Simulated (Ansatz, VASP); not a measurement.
This is a calculation of MoSe for Ansatz 0.2.0.

Contents of input.yaml:

```yaml
crystal:
  lattice:
    - [3.47066859, 0.0, 0.0]
    - [-1.7353343, 3.00568717, 0.0]
    - [0.0, 0.0, 4.37279534]
  atoms:
    - { symbol: Mo, position: [0.66666667, 0.33333333, 0.02544455] }
    - { symbol: Se, position: [0.33333333, 0.66666667, 0.11843047] }
kpoints:
  mp_grid: { grid: [9, 9, 6] }
scf:
  occupations: { method: fermi_dirac, width: 0.05 }
hamiltonian:
  xc: pbe
  pseudopotentials: { kind: all_electron, datasets: crystal }
output:
  forces: true
  stress: true
  eigenvalues: true
  efg: {}
```

Potentials or basis: all-electron PAW datasets made for the crystal.

Command:

```sh
$ ansatz run input.yaml --threads 1 --pin off --max-ram 3072MiB --backend cpu --events-out ev --progress --plain --runs-dir out
```

Problem. Translate it to VASP 6.6.1. Potentials there: VASP PAW PBE potentials, release 64 (Mo_sv, Se).

Solution. As run (the cutoff follows the program's own potentials):

The input INCAR:

```
PREC = Accurate ; ENCUT = 400
EDIFF = 1E-8 ; ISMEAR = -1
SIGMA = 0.05 ; LREAL = F
LASPH = T ; NELM = 120
ALGO = Normal ; ISIF = 2
LWAVE = F ; LCHARG = F
GGA = PE ; LEFG = T
NBANDS = 17 ; GGA_COMPAT = F
```

File KPOINTS:

```
regular mesh
0
Gamma
  9 9 6
```

POSCAR

```
MoSe
1.0
    3.4706685900      0.0000000000      0.0000000000
   -1.7353343000      3.0056871700      0.0000000000
    0.0000000000      0.0000000000      4.3727953400
Mo Se
1 1
Direct
    0.6666666700      0.3333333300      0.0254445500
    0.3333333300      0.6666666700      0.1184304700
```

Potentials or basis: VASP PAW PBE potentials, release 64 (Mo_sv, Se).

The run is started by

```console
$ cat potpaw_PBE.64/Mo_sv/POTCAR potpaw_PBE.64/Se/POTCAR > POTCAR
$ mpirun -np 1 vasp_std > vasp.out
```

Both were run:

|  | VASP | Ansatz | Ansatz less VASP |
| --- | --- | --- | --- |
| gap on the k mesh at the Fermi level (eV) | none | none | - |
| rms of the force components (eV/Å) | 3.583 | 3.556 | -0.0264 |
| size of Vzz on the site where it differs most (V/Å²) | 220.3 | 187.2 | -33.04 |

Atom by atom the forces differ by 0.026 eV/Å (rms over components). A gap of «none» marks a metal or a gap that the smearing closes. Ansatz ran all-electron here, and VASP with PAW potentials.
